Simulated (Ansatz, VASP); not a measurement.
# Mg in VASP and in Ansatz

INCAR

```
SYSTEM = Mg
ALGO = Normal ; EDIFF = 1E-6
ENCUT = 520 ; ISIF = 2
ISMEAR = -1 ; LASPH = .TRUE.
LCHARG = .TRUE. ; LELF = .TRUE.
LREAL = .FALSE. ; LVHAR = .TRUE.
LWAVE = .FALSE. ; NBANDS = 9
NELM = 80 ; PREC = Accurate
SIGMA = 0.1
```

File KPOINTS:

```
k-points
0
G
  15 15 7
  0 0 0
```

POSCAR

```
Mg
1.0
   -2.1683214542      1.7835884560      1.5892025925
    1.7835884560     -2.1683214542      1.5892025925
    3.9961565749      3.9961565749     -2.2938417833
Mg
2
Direct
    0.9583558781      0.0416441219      1.0000000000
    0.7916441219      0.2083558781      0.5000000000
```

Input for Ansatz:

```yaml
crystal:
  lattice:
    - [-2.1683214542, 1.783588456, 1.5892025925]
    - [1.783588456, -2.1683214542, 1.5892025925]
    - [3.9961565749, 3.9961565749, -2.2938417833]
  atoms:
    - { symbol: Mg, position: [0.9583558781, 0.0416441219, 1.0] }
    - { symbol: Mg, position: [0.7916441219, 0.2083558781, 0.5] }
hamiltonian:
  xc: lda
  pseudopotentials:
    kind: paw
    azcp:
      Mg: "pseudopotentials/Mg.paw.azcp"
basis:
  ecutwfc: 420
  fft_grid_basis: typed
kpoints:
  mp_grid: { grid: [15, 15, 7], shift: [0, 0, 0] }
magnetization:
  spin_polarized: false
scf:
  occupations: { method: fermi_dirac, width: 0.1 }
  lower_state_search: "off"
output:
  stress: true
```

Alike in both runs: task single point; functional LDA; k mesh 15 × 15 × 7; occupations fermi-dirac, width 0.1 eV; no spin polarisation.

```csv
,VASP,Ansatz
version,VASP 6.6.1,Ansatz 0.2.0
potentials or method,"VASP PAW LDA potentials, release 64 (Mg), cutoff 520 eV","plane waves (420 eV) with PAW, scalar-relativistic"
valence electrons in the cell,4,20
```

```csv
,VASP,Ansatz,Ansatz less VASP
pressure (GPa),-2.9,-2.6,+0.31
"traceless stress, the component that is largest in VASP (GPa)",0.14,0.14,+0.001
```

Ansatz warns that its potentials were made for another functional, while VASP's fit it. LDA's correlation is that of Perdew and Zunger in VASP and of Perdew and Wang (1992) in Ansatz. VASP's potentials hold 4 valence electrons a cell and Ansatz's 20, so a difference there can come from the potentials and not from the codes.
